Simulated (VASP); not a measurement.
# Lu2Mo3 (Pm-3m) in VASP: relaxation of cell and atoms with PBE

Aim: the relaxation of cell and atoms of Lu2Mo3 with PBE.

Everything below comes from runs of VASP 6.6.1. Logs are shortened: lines on timing, memory, paths and dates and some standing lists are left out, and cuts for length are marked.

### 1 The cell of the first run

It takes space group Pm-3m (No. 221, cubic). The conventional cell has a = 4.842 Å, b = 4.842 Å, c = 4.842 Å, α = 90.00°, β = 90.00°, γ = 90.00°. Lu (site symmetry m-3m) has 12 Mo at 3.42 Å and 8 Lu at 4.19 Å within 4.5 Å. Lu (site symmetry m-3m) has 6 Mo at 2.42 Å within 3.2 Å. Within 3.2 Å of Mo (site symmetry 4/mmm) lie 2 Lu at 2.42 Å.

### 2 Relaxation of cell and atoms, PBE

INCAR reads:

```
SYSTEM = Lu2Mo3
PREC     = Accurate       ! precision mode
ENCUT    = 600            ! plane-wave cutoff, eV
EDIFF    = 1E-6           ! SCF threshold, eV
ISMEAR   = 0              ! smearing method
SIGMA    = 0.1            ! smearing width, eV
LREAL    = .FALSE.        ! projectors in reciprocal space
LASPH    = .TRUE.         ! aspherical terms in the spheres
NELM     = 100            ! most SCF steps
ALGO     = Normal         ! electronic algorithm
ISIF     = 3              ! what is computed and relaxed
LWAVE    = .FALSE.        ! write WAVECAR
LCHARG   = .FALSE.        ! write CHGCAR
GGA      = PE             ! functional
IBRION   = 2              ! ionic algorithm
NSW      = 100            ! ionic steps
EDIFFG   = -0.01          ! ionic threshold
```

KPOINTS reads:

```
Automatic mesh
0
G
  8 8 8
  0 0 0
```

POSCAR reads:

```
Lu2Mo3
1.0
    4.8417292750      0.0000000000      0.0000000000
    0.0000000000      4.8417292750      0.0000000000
    0.0000000000      0.0000000000      4.8417292750
Lu Mo
2 3
Direct
    0.5000000000      0.5000000000      0.5000000000
    0.0000000000      0.0000000000      0.0000000000
    0.5000000000      0.0000000000      0.0000000000
    0.0000000000      0.5000000000      0.0000000000
    0.0000000000      0.0000000000      0.5000000000
```

Potentials or basis: VASP PAW PBE potentials, release 64 (Lu, Mo_sv).

Command:

```
cat potpaw_PBE.64/Lu/POTCAR potpaw_PBE.64/Mo_sv/POTCAR > POTCAR
mpirun -np 1 vasp_std > vasp.out
```

OUTCAR:

```text
SYSTEM = Lu2Mo3
   PREC = Accurate
   ENCUT = 600
   EDIFF = 1E-6
   ISMEAR = 0
   LREAL = .FALSE.
   LASPH = .TRUE.
   NELM = 100
   ISIF = 3
   GGA = PE
   IBRION = 2
   NSW = 100
   EDIFFG = -0.01

 ion  position               nearest neighbor table
   1  0.500  0.500  0.500-   3 3.42   4 3.42   5 3.42   3 3.42   4 3.42   3 3.42   5 3.42   3 3.42
                             4 3.42   5 3.42   4 3.42   5 3.42
   2  0.000  0.000  0.000-   3 2.42   4 2.42   5 2.42   5 2.42   4 2.42   3 2.42
   3  0.500  0.000  0.000-   2 2.42   2 2.42   4 3.42   5 3.42   1 3.42   5 3.42   1 3.42   4 3.42
                             1 3.42   1 3.42   4 3.42   5 3.42   5 3.42   4 3.42
   4  0.000  0.500  0.000-   2 2.42   2 2.42   3 3.42   5 3.42   1 3.42   5 3.42   1 3.42   3 3.42
                             5 3.42   5 3.42   1 3.42   3 3.42   1 3.42   3 3.42
   5  0.000  0.000  0.500-   2 2.42   2 2.42   3 3.42   4 3.42   1 3.42   3 3.42   4 3.42   1 3.42
                             4 3.42   4 3.42   1 3.42   3 3.42   3 3.42   1 3.42

  LATTYP: Found a simple cubic cell.
 ALAT       =     4.8417292750

  Lattice vectors:

 A1 = (   4.8417292750,   0.0000000000,   0.0000000000)
 A2 = (   0.0000000000,   4.8417292750,   0.0000000000)
 A3 = (   0.0000000000,   0.0000000000,   4.8417292750)

Analysis of symmetry for initial positions (statically):
=====================================================================
 Subroutine PRICEL returns:
 Original cell was already a primitive cell.

 Routine SETGRP: Setting up the symmetry group for a
 simple cubic supercell.

 Subroutine GETGRP returns: Found 48 space group operations
 (whereof 48 operations were pure point group operations)
 out of a pool of 48 trial point group operations.

The static configuration has the point symmetry O_h .

Analysis of symmetry for dynamics (positions and initial velocities):
=====================================================================
 Subroutine PRICEL returns:
 Original cell was already a primitive cell.

 Routine SETGRP: Setting up the symmetry group for a
 simple cubic supercell.

 Subroutine GETGRP returns: Found 48 space group operations
 (whereof 48 operations were pure point group operations)
 out of a pool of 48 trial point group operations.

The dynamic configuration has the point symmetry O_h .

 Subroutine INISYM returns: Found 48 space group operations
 (whereof 48 operations are pure point group operations),
 and found     1 'primitive' translations

----------------------------------------------------------------------------------------

                                     Primitive cell

  volume of cell :     113.5015

  direct lattice vectors                    reciprocal lattice vectors
     4.841729275  0.000000000  0.000000000     0.206537777  0.000000000  0.000000000
     0.000000000  4.841729275  0.000000000     0.000000000  0.206537777  0.000000000
     0.000000000  0.000000000  4.841729275     0.000000000  0.000000000  0.206537777

  length of vectors
     4.841729275  4.841729275  4.841729275     0.206537777  0.206537777  0.206537777

  position of ions in fractional coordinates (direct lattice)
     0.500000000  0.500000000  0.500000000
     0.000000000  0.000000000  0.000000000
     0.500000000  0.000000000  0.000000000
     0.000000000  0.500000000  0.000000000
     0.000000000  0.000000000  0.500000000

  ion indices of the primitive-cell ions
   primitive index   ion index
                 1           1
                 2           2
                 3           3
                 4           4
                 5           5

----------------------------------------------------------------------------------------

 KPOINTS: Automatic mesh

Automatic generation of k-mesh.
 Grid dimensions read from file:
 generate k-points for:    8    8    8

 Generating k-lattice:

  Cartesian coordinates                     Fractional coordinates (reciprocal lattice)
     0.025817222  0.000000000  0.000000000     0.125000000  0.000000000  0.000000000
     0.000000000  0.025817222  0.000000000     0.000000000  0.125000000  0.000000000
     0.000000000  0.000000000  0.025817222     0.000000000  0.000000000  0.125000000

  Length of vectors
     0.025817222  0.025817222  0.025817222

  Shift w.r.t. Gamma in fractional coordinates (k-lattice)
     0.000000000  0.000000000  0.000000000

 Subroutine IBZKPT returns following result:
 ===========================================

 Found     35 irreducible k-points:

 Following reciprocal coordinates:
            Coordinates               Weight
  0.000000  0.000000  0.000000      1.000000
  0.125000  0.000000  0.000000      6.000000
  0.250000  0.000000  0.000000      6.000000
  0.375000  0.000000  0.000000      6.000000
  0.500000  0.000000  0.000000      3.000000
  0.125000  0.125000  0.000000     12.000000
[... 16 lines left out ...]
  0.375000  0.375000  0.125000     24.000000
  0.500000  0.375000  0.125000     24.000000
 [... further k-points ...]
   k-points           NKPTS =     35   k-points in BZ     NKDIM =     35   number of bands    NBANDS=     55
   number of dos      NEDOS =    301   number of ions     NIONS =      5
   total plane-waves  NPLWV =  64000
   dimension x,y,z NGX =    40 NGY =   40 NGZ =   40
   dimension x,y,z NGXF=    80 NGYF=   80 NGZF=   80
   ions per type =               2   3
   NGX,Y,Z   is equivalent  to a cutoff of  13.73, 13.73, 13.73 a.u.
   NGXF,Y,Z  is equivalent  to a cutoff of  27.47, 27.47, 27.47 a.u.
 SYSTEM =  Lu2Mo3
   PREC   = accura    normal or accurate (medium, high low for compatibility)
   ISTART =      0    job   : 0-new  1-cont  2-samecut
   ICHARG =      2    charge: 1-file 2-atom 10-const
   ISPIN  =      1    spin polarized calculation?
   LNONCOLLINEAR =      F non collinear calculations
   LSORBIT =      F    spin-orbit coupling
   LASPH  =      T    aspherical Exc in radial PAW
   ENCUT  =  600.0 eV  44.10 Ry    6.64 a.u.   9.67  9.67  9.67*2*pi/ulx,y,z
   NELM   =    100;   NELMIN=  2; NELMDL= -5     # of ELM steps
   EDIFF  = 0.1E-05   stopping-criterion for ELM
   LREAL  =      F    real-space projection
   EDIFFG = -.1E-01   stopping-criterion for IOM
   NSW    =    100    number of steps for IOM
   IBRION =      2    ionic relax: 0-MD 1-quasi-New 2-CG
   NFREE  =      1    steps in history (QN), initial steepest desc. (CG)
   ISIF   =      3    stress and relaxation
   ISYM   =      2    0-nonsym 1-usesym 2-fastsym
   POTIM  = 0.5000    time-step for ionic-motion
   TEBEG  =    0.0;   TEEND  =   0.0 temperature during run
   PSTRESS=    0.0 pullay stress
   NELECT =      92.0000    total number of electrons
   NUPDOWN=      -1.0000    fix difference up-down
   EMIN   =  10.00;   EMAX   =-10.00  energy-range for DOS
   EFERMI =   0.00;   METHOD = LEGACY
   ISMEAR =     0;   SIGMA  =   0.10  broadening in eV -4-tet -1-fermi 0-gaus
   EFERMI_NEDOS =   21; number of points for ismear=-14 and -15
   IALGO  =     38    algorithm
   IMIX   =      4    mixing-type and parameters
     AMIX     =   0.40;   BMIX     =  1.00
     AMIX_MAG =   1.60;   BMIX_MAG =  1.00
  volume/ion in A,a.u.               =      22.70       153.19
  Fermi-wavevector in a.u.,A,eV,Ry     =   1.526407  2.884490 31.700452  2.329917
  Thomas-Fermi vector in A             =   2.634444
   LORBIT       =      0    0 simple, 1 ext, 2 COOP (PROOUT), +10 PAW based schemes
   GGA     = PE    functional components
   LHFCALC =     F    Hartree Fock is set to
   AEXX    =    0.0000 exact exchange contribution
   IVDW    =     0    specifies the selected vdW correction
   LEPSILON=     F    determine dielectric tensor
   LRPA    =     F    only Hartree local field effects (RPA)
 conjugate gradient relaxation of ions
 non-spin polarized calculation
 Gauss-broadening in eV      SIGMA  =   0.10
  energy-cutoff  :      600.00
  volume of cell :      113.50
 maximum number of plane-waves:      3840
 NGX is ok and might be reduce to    40
   NGX = 19   NGY = 19   NGZ = 19

--------------------------------------- Ionic step        1  -------------------------------------------

 number of electron      92.0000034 magnetization

 Free energy of the ion-electron system (eV)
  ---------------------------------------------------
  ext. energy  EPLUGINS =         0.00000000
  ---------------------------------------------------
  free energy    TOTEN  =       -32.73758119 eV

  energy without entropy =      -32.68452804  energy(sigma->0) =      -32.71105462

------------------------ aborting loop because EDIFF is reached ----------------------------------------

  FORCE on cell =-STRESS in cart. coord.  units (eV):
  Direction    XX          YY          ZZ          XY          YZ          ZX
  --------------------------------------------------------------------------------------
  -------------------------------------------------------------------------------------
  Total        0.5584751      0.5584751      0.5584751     -0.0000000     -0.0000000      0.0000000
  in kB        7.8833880      7.8833880      7.8833880     -0.0000000     -0.0000000      0.0000000
  external PRESSURE =       7.8833880 kB  Pullay stress =       0.0000000 kB
[... 63 lines left out ...]
  energy  without entropy=      -32.6844620455  energy(sigma->0) =      -32.71099896

--------------------------------------- Ionic step        3  -------------------------------------------

 number of electron      92.0000024 magnetization

 Free energy of the ion-electron system (eV)
  ---------------------------------------------------
  ext. energy  EPLUGINS =         0.00000000
  ---------------------------------------------------
  free energy    TOTEN  =       -32.73971293 eV

  energy without entropy =      -32.68666550  energy(sigma->0) =      -32.71318921

 E-fermi :   5.3356     XC(G=0): -11.3745

 val. band max:        5.3331946562   @ k =   0.2500   0.2500   0.1250
 cond. band min:       5.3430353459   @ k =   0.3750   0.3750   0.1250
 fundamental gap:      0.0098406897
 Fermi energy:         5.3355799379

 k-point     1 :       0.0000    0.0000    0.0000
  band No.  band energies     occupation
      1     -55.3916      2.00000
      2     -55.3511      2.00000
      3     -55.3511      2.00000
      4     -51.0679      2.00000
      5     -49.3192      2.00000
      6     -29.8122      2.00000
[... 1381 lines left out ...]
     54       8.0404      0.00000
     55       8.2644      0.00000

 [... further k-points ...]
[... 5 lines left out ...]
  --------------------------------------------------------------------------------------
  -------------------------------------------------------------------------------------
  Total       -0.0149952     -0.0149952     -0.0149952      0.0000000     -0.0000000      0.0000000
  in kB       -0.2100030     -0.2100030     -0.2100030      0.0000000     -0.0000000      0.0000000
  external PRESSURE =      -0.2100030 kB  Pullay stress =       0.0000000 kB
[... 20 lines left out ...]
  FREE ENERGIE OF THE ION-ELECTRON SYSTEM (eV)
  ---------------------------------------------------
  free  energy   TOTEN  =       -32.7397129260 eV

  energy  without entropy=      -32.6866655025  energy(sigma->0) =      -32.71318921

 reached required accuracy - stopping structural energy minimisation
```

It took 28 min on 1 thread of AMD EPYC 7R43 (Zen 3), shared host; peak memory 0.35 GiB.

Results:

```yaml
Free_energy: -32.7397 eV
Relaxed_volume: 22.88 Å³/atom
Relaxed_cell: a = 4.855 Å, b = 4.855 Å, c = 4.855 Å, α = 90.00°, β = 90.00°, γ = 90.00°
Space_group_after_relaxing_to_0.05_Å: Pm-3m (No. 221)
Energy_gained_by_relaxing: 0.4 meV/atom
Ionic_steps: 3
Pressure_after_relaxing: 0.0 GPa
Band_gap_on_the_k_mesh: zero (band 46 reaches 5.68 eV, above the bottom of band 47 at 5.28 eV)
```

The path:
| step | energy change (eV) | largest force (eV/Å) | pressure (GPa) | volume (Å³) |
| --- | --- | --- | --- | --- |
| 1 | 0.0000 | 0.0000 | 0.79 | 113.50 |
| 2 | 0.0000 | 0.0000 | -0.74 | 115.35 |
| 3 | -0.0021 | 0.0000 | -0.02 | 114.40 |

Final structure:
```
Lu Mo
1.0
     4.85452    0.00000    0.00000
     0.00000    4.85452    0.00000
     0.00000    0.00000    4.85452
Lu Mo
2 3
Cartesian
  2.4273 2.4273 2.4273
  0.0000 0.0000 0.0000
  2.4273 0.0000 0.0000
  0.0000 2.4273 0.0000
  0.0000 0.0000 2.4273
```

Levels at points of the mesh, in eV from the Fermi level:
```
           k point  band 44  band 45  band 46  band 47  band 48  band 49
(0.00, 0.00, 0.00)    -0.26    -0.26    -0.26     1.67     1.67     1.67
(0.50, 0.00, 0.00)    -0.66    -0.66    -0.49     0.20     0.20     0.60
(0.50, 0.50, 0.00)    -0.75    -0.75     0.13     0.16     0.43     0.78
(0.50, 0.50, 0.50)    -0.49     0.35     0.35     0.54     0.54     0.54
```

Caveat: spin-orbit coupling is left out, which moves the levels of the heavy elements.
